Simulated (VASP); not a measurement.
# Ta2NO (Imma) in VASP: single point with PBEsol

Aim: the single point of Ta2NO with PBEsol.

All numbers are computed with VASP 6.6.1; they aren't measurements. Logs are shortened: lines on timing, memory, paths and dates and some standing lists are left out, and cuts for length are marked.

### 1 The cell of the first run

The structure is orthorhombic, space group Imma (No. 74). The conventional cell has a = 6.998 Å, b = 8.733 Å, c = 5.604 Å, α = 90.00°, β = 90.00°, γ = 90.00°. Within 2.9 Å of Ta (site symmetry 2) lie 3 N at 2.09 to 2.24 Å and 3 O at 2.24 to 2.27 Å and 2 Ta at 2.81 Å. Within 3.1 Å of Ta (site symmetry mm2) lie 4 N at 2.19 Å and 2 O at 2.30 Å and 6 Ta at 2.68 to 3.03 Å. Within 3.3 Å of Ta (site symmetry mm2) lie 4 O at 2.18 to 2.26 Å and 2 N at 2.22 Å and 10 Ta at 2.68 to 3.21 Å. Within 3.0 Å of O (site symmetry 2/m) lie 6 Ta at 2.26 to 2.30 Å and 2 N at 2.80 Å. O (site symmetry 2/m) has 6 Ta at 2.18 to 2.24 Å and 2 N at 2.80 Å within 2.9 Å. Within 2.9 Å of N (site symmetry 2/m) lie 6 Ta at 2.19 to 2.24 Å and 2 O at 2.80 Å. Within 2.9 Å of N (site symmetry 2/m) lie 6 Ta at 2.09 to 2.22 Å and 2 O at 2.80 Å.

### 2 Single point, PBEsol

The input, INCAR:

```
SYSTEM = Ta2NO
  PREC = Accurate
  ENCUT = 520
  EDIFF = 1E-6
  ISMEAR = 0
  SIGMA = 0.1
  LREAL = Auto
  LASPH = .True.
  NELM = 60
  ALGO = Normal
  ISIF = 2
  LWAVE = .False.
  LCHARG = .True.
  GGA = PS
  LELF = .True.
  LVHAR = .True.
  NBANDS = 80
```

The input, KPOINTS:

```
regular mesh
0
Gamma
  4 4 4
  0 0 0
```

The input, POSCAR:

```
Ta2NO
1.0
   -4.4552726893     -0.4928379493      4.3666103766
   -4.9481106385     -4.9481106385      0.0000000000
   -0.4928379493     -4.4552726893      4.3666103766
Ta O N
8 4 4
Direct
    0.2603967837      0.7396032163      0.2603967837
    0.2603967837      0.2396032163      0.2603967837
    0.2660976365      0.7500000000      0.7339023635
    0.2565259187      0.2500000000      0.7434740813
    0.7434740813      0.7500000000      0.2565259187
    0.7339023635      0.2500000000      0.2660976365
    0.7396032163      0.7603967837      0.7396032163
    0.7396032163      0.2603967837      0.7396032163
    0.0000000000      0.5000000000      0.0000000000
    0.0000000000      0.0000000000      0.0000000000
    0.0000000000      0.5000000000      0.5000000000
    0.5000000000      0.0000000000      0.0000000000
    0.0000000000      0.0000000000      0.5000000000
    0.5000000000      0.5000000000      0.0000000000
    0.5000000000      0.5000000000      0.5000000000
    0.5000000000      0.0000000000      0.5000000000
```

Potentials or basis: VASP PAW PBE potentials, release 64 (Ta_pv, O, N).

On the command line:

```bash
$ cat potpaw_PBE.64/Ta_pv/POTCAR potpaw_PBE.64/O/POTCAR potpaw_PBE.64/N/POTCAR > POTCAR
$ mpirun -np 1 vasp_std > vasp.out
```

OUTCAR:

```text
SYSTEM = Ta2NO
   PREC = Accurate
   ENCUT = 520
   EDIFF = 1E-6
   ISMEAR = 0
   LREAL = Auto
   LASPH = .True.
   NELM = 60
   ISIF = 2
   GGA = PS

 ion  position               nearest neighbor table
   1  0.260  0.740  0.260-  15 2.09  13 2.24  12 2.24  11 2.24  14 2.24  10 2.27   7 2.81   7 2.81
                             6 3.03   3 3.03   4 3.05   5 3.05   4 3.21   5 3.21   6 3.23   3 3.23
   2  0.260  0.240  0.260-  16 2.09  14 2.24  11 2.24  13 2.24  12 2.24   9 2.27   8 2.81   8 2.81
                             3 3.03   6 3.03   5 3.05   4 3.05   5 3.21   4 3.21   3 3.23   6 3.23
   3  0.266  0.750  0.734-  13 2.19  14 2.19  15 2.19  16 2.19   9 2.30  10 2.30   5 2.68   5 2.93
                             8 3.03   2 3.03   1 3.03   7 3.03   8 3.23   2 3.23   1 3.23   7 3.23
   4  0.257  0.250  0.743-  11 2.18  12 2.18  15 2.22  16 2.22  10 2.26   9 2.26   6 2.68   6 2.93
                             7 3.05   1 3.05   8 3.05   2 3.05   7 3.21   1 3.21   2 3.21   8 3.21
   5  0.743  0.750  0.257-  11 2.18  12 2.18  15 2.22  16 2.22  10 2.26   9 2.26   3 2.68   3 2.93
                             2 3.05   8 3.05   7 3.05   1 3.05   8 3.21   2 3.21   1 3.21   7 3.21
   6  0.734  0.250  0.266-  13 2.19  14 2.19  15 2.19  16 2.19   9 2.30  10 2.30   4 2.68   4 2.93
                             1 3.03   7 3.03   2 3.03   8 3.03   7 3.23   1 3.23   2 3.23   8 3.23
   7  0.740  0.760  0.740-  16 2.09  14 2.24  11 2.24  13 2.24  12 2.24   9 2.27   1 2.81   1 2.81
                             6 3.03   3 3.03   4 3.05   5 3.05   4 3.21   5 3.21   6 3.23   3 3.23
   8  0.740  0.260  0.740-  15 2.09  13 2.24  12 2.24  11 2.24  14 2.24  10 2.27   2 2.81   2 2.81
                             3 3.03   6 3.03   5 3.05   4 3.05   5 3.21   4 3.21   3 3.23   6 3.23
   9  0.000  0.500  0.000-   4 2.26   5 2.26   2 2.27   7 2.27   6 2.30   3 2.30
  10  0.000  0.000  0.000-   4 2.26   5 2.26   1 2.27   8 2.27   6 2.30   3 2.30
  11  0.000  0.500  0.500-   4 2.18   5 2.18   2 2.24   7 2.24   1 2.24   8 2.24
  12  0.500  0.000  0.000-   4 2.18   5 2.18   1 2.24   8 2.24   7 2.24   2 2.24
  13  0.000  0.000  0.500-   3 2.19   6 2.19   1 2.24   8 2.24   7 2.24   2 2.24
  14  0.500  0.500  0.000-   3 2.19   6 2.19   2 2.24   7 2.24   1 2.24   8 2.24
  15  0.500  0.500  0.500-   1 2.09   8 2.09   6 2.19   3 2.19   4 2.22   5 2.22
  16  0.500  0.000  0.500-   2 2.09   7 2.09   6 2.19   3 2.19   4 2.22   5 2.22

  LATTYP: Found a body centered orthorhombic cell.
 ALAT       =     5.6037289493
 B/A-ratio  =     1.2487551122
 C/A-ratio  =     1.5584659487

  Lattice vectors:

 A1 = (  -4.4552726892,  -0.4928379492,  -4.3666103766)
 A2 = (   4.4552726893,   0.4928379493,  -4.3666103766)
 A3 = (  -0.4928379493,  -4.4552726893,   4.3666103766)

Analysis of symmetry for initial positions (statically):
=====================================================================
 Subroutine PRICEL returns:
 Original cell was already a primitive cell.

 Routine SETGRP: Setting up the symmetry group for a
 body centered orthorhombic supercell.

 Subroutine GETGRP returns: Found  8 space group operations
[... 157 lines left out ...]
   IALGO  =     38    algorithm
   IMIX   =      4    mixing-type and parameters
     AMIX     =   0.40;   BMIX     =  1.00
     AMIX_MAG =   1.60;   BMIX_MAG =  1.00
  volume/ion in A,a.u.               =      10.70        72.22
  Fermi-wavevector in a.u.,A,eV,Ry     =   1.501093  2.836654 30.657722  2.253279
  Thomas-Fermi vector in A             =   2.612508
   LORBIT       =      0    0 simple, 1 ext, 2 COOP (PROOUT), +10 PAW based schemes
   GGA     = PS    functional components
   LHFCALC =     F    Hartree Fock is set to
   AEXX    =    0.0000 exact exchange contribution
   IVDW    =     0    specifies the selected vdW correction
   LEPSILON=     F    determine dielectric tensor
   LRPA    =     F    only Hartree local field effects (RPA)
 non-spin polarized calculation
 Gauss-broadening in eV      SIGMA  =   0.10
  energy-cutoff  :      520.00
  volume of cell :      171.23
 maximum number of plane-waves:      4628
 NGX is ok and might be reduce to    48
   NGX = 23   NGY = 25   NGZ = 23

 number of electron     132.0000004 magnetization

 Free energy of the ion-electron system (eV)
  ---------------------------------------------------
  ext. energy  EPLUGINS =         0.00000000
  ---------------------------------------------------
  free energy    TOTEN  =      -173.48583063 eV

  energy without entropy =     -173.46385787  energy(sigma->0) =     -173.47484425

 E-fermi :   9.2045     XC(G=0): -13.5307

 val. band max:        9.1680804572   @ k =  -0.2500   0.5000   0.2500
 cond. band min:       9.2597727054   @ k =  -0.2500   0.0000   0.2500
 fundamental gap:      0.0916922482
 Fermi energy:         9.2045117783

 k-point     1 :       0.0000    0.0000    0.0000
  band No.  band energies     occupation
      1     -27.4250      2.00000
      2     -27.3083      2.00000
      3     -27.3061      2.00000
      4     -27.1993      2.00000
      5     -27.1821      2.00000
      6     -27.1641      2.00000
[... 1447 lines left out ...]
     77      10.8360      0.00000
     78      10.8795      0.00000
 [bands above 78 left out]

------------------------ aborting loop because EDIFF is reached ----------------------------------------

  FORCE on cell =-STRESS in cart. coord.  units (eV):
  Direction    XX          YY          ZZ          XY          YZ          ZX
  --------------------------------------------------------------------------------------
  -------------------------------------------------------------------------------------
  Total        0.9651469      0.9651469      0.9369196      0.1691522     -0.0000000     -0.0000000
  in kB        9.0308381      9.0308381      8.7667160      1.5827500     -0.0000000     -0.0000000
  external PRESSURE =       8.9427974 kB  Pullay stress =       0.0000000 kB

 VOLUME and BASIS-vectors are now :
 -----------------------------------------------------------------------------
  energy-cutoff  :      520.00
  volume of cell :      171.23
      direct lattice vectors                 reciprocal lattice vectors
    -4.455272689 -0.492837949  4.366610377    -0.126185043  0.126185043  0.114505293
    -4.948110639 -4.948110639  0.000000000    -0.101048670 -0.101048670 -0.114505293
    -0.492837949 -4.455272689  4.366610377     0.126185043 -0.126185043  0.114505293

 POSITION                                       TOTAL-FORCE (eV/Angst)
 -----------------------------------------------------------------------------------
     -4.94811     -4.94811      2.27410         0.000000      0.000000     -0.003290
     -2.47406     -2.47406      2.27410         0.000000      0.000000     -0.003290
     -5.25832     -7.11196      4.36661         0.001970     -0.001970      0.000000
     -2.74633     -4.67583      4.36661         0.001863     -0.001863      0.000000
     -7.14989     -5.22039      4.36661        -0.001863      0.001863      0.000000
     -4.63791     -2.78426      4.36661        -0.001970      0.001970      0.000000
[... 8 lines left out ...]
     -4.94811     -4.94811      4.36661         0.000000      0.000000      0.000000
     -2.47406     -2.47406      4.36661         0.000000      0.000000      0.000000
 -----------------------------------------------------------------------------------
    total drift:                               -0.000000     -0.000000      0.000000

  FREE ENERGIE OF THE ION-ELECTRON SYSTEM (eV)
  ---------------------------------------------------
  free  energy   TOTEN  =      -173.4858306256 eV

  energy  without entropy=     -173.4638578683  energy(sigma->0) =     -173.47484425
```

OSZICAR:

```text
N       E                     dE             d eps       ncg     rms          rms(c)
DAV:   1     0.142321680989E+04    0.14232E+04   -0.72471E+04  2880   0.177E+03
DAV:   2    -0.580564785572E+02   -0.14813E+04   -0.14340E+04  3168   0.531E+02
DAV:   3    -0.187139582605E+03   -0.12908E+03   -0.12581E+03  3408   0.143E+02
DAV:   4    -0.191415170088E+03   -0.42756E+01   -0.41578E+01  3560   0.241E+01
DAV:   5    -0.191535817755E+03   -0.12065E+00   -0.11879E+00  3536   0.329E+00    0.635E+01
DAV:   6    -0.174373089428E+03    0.17163E+02   -0.10625E+02  3560   0.358E+01    0.301E+01
DAV:   7    -0.173700819708E+03    0.67227E+00   -0.69321E+00  3480   0.105E+01    0.154E+01
DAV:   8    -0.173551902530E+03    0.14892E+00   -0.13903E+00  3792   0.607E+00    0.196E+00
DAV:   9    -0.173490575421E+03    0.61327E-01   -0.34599E-01  3736   0.295E+00    0.810E-01
DAV:  10    -0.173487027136E+03    0.35483E-02   -0.58667E-02  3608   0.100E+00    0.444E-01
DAV:  11    -0.173485986011E+03    0.10411E-02   -0.66102E-03  3504   0.357E-01    0.191E-01
DAV:  12    -0.173485841269E+03    0.14474E-03   -0.15068E-03  3824   0.156E-01    0.364E-02
DAV:  13    -0.173485831547E+03    0.97221E-05   -0.10748E-04  3672   0.487E-02    0.208E-02
DAV:  14    -0.173485831457E+03    0.90244E-07   -0.28017E-05  3528   0.230E-02    0.111E-02
DAV:  15    -0.173485830626E+03    0.83144E-06   -0.46045E-06  2920   0.106E-02
   1 F= -.17348583E+03 E0= -.17347484E+03  d E =-.219728E-01
```

Wall time 6.4 min (1 thread of Intel Xeon 6975P-C (Granite Rapids), shared host); peak memory 0.43 GiB.

Results:

| Item | Value |
| --- | --- |
| Free energy | -173.4858 eV |
| Pressure | 0.9 GPa |
| Largest force | 0.003 eV/Å |
| Band gap on the k mesh | zero (bands 66 and 67 overlap by 0.93 eV) |

Forces on the atoms (eV/Å):
```
Ta   0.000  0.000 -0.003
Ta   0.000  0.000 -0.003
Ta   0.002 -0.002  0.000
Ta   0.002 -0.002  0.000
Ta  -0.002  0.002  0.000
Ta  -0.002  0.002  0.000
Ta   0.000  0.000  0.003
Ta   0.000  0.000  0.003
O    0.000  0.000  0.000
O    0.000  0.000  0.000
O    0.000  0.000  0.000
O    0.000  0.000  0.000
N    0.000  0.000  0.000
N    0.000  0.000  0.000
N    0.000  0.000  0.000
N    0.000  0.000  0.000
```

Levels at points of the mesh, in eV from the Fermi level:
| k point | band 64 | band 65 | band 66 | band 67 | band 68 | band 69 |
| --- | --- | --- | --- | --- | --- | --- |
| (0.00, 0.00, 0.00) | -0.08 | -0.07 | 0.43 | 0.56 | 0.58 | 0.59 |
| (0.50, 0.00, 0.00) | -0.99 | -0.90 | -0.76 | -0.40 | 0.14 | 0.30 |
| (0.00, 0.50, 0.00) | -1.95 | -1.13 | -1.13 | 1.24 | 1.24 | 1.58 |
| (0.50, 0.50, 0.00) | -0.23 | -0.15 | -0.05 | 0.14 | 0.21 | 0.23 |
| (0.50, 0.00, 0.50) | -0.79 | -0.72 | -0.39 | -0.39 | -0.18 | 0.25 |

Caveat: the PAW data sets were made with another functional, which shifts forces and pressure a little; spin-orbit coupling is left out, which moves the levels of the heavy elements.

The gap in the log of VASP goes by the Fermi energy; the results here count the filled bands.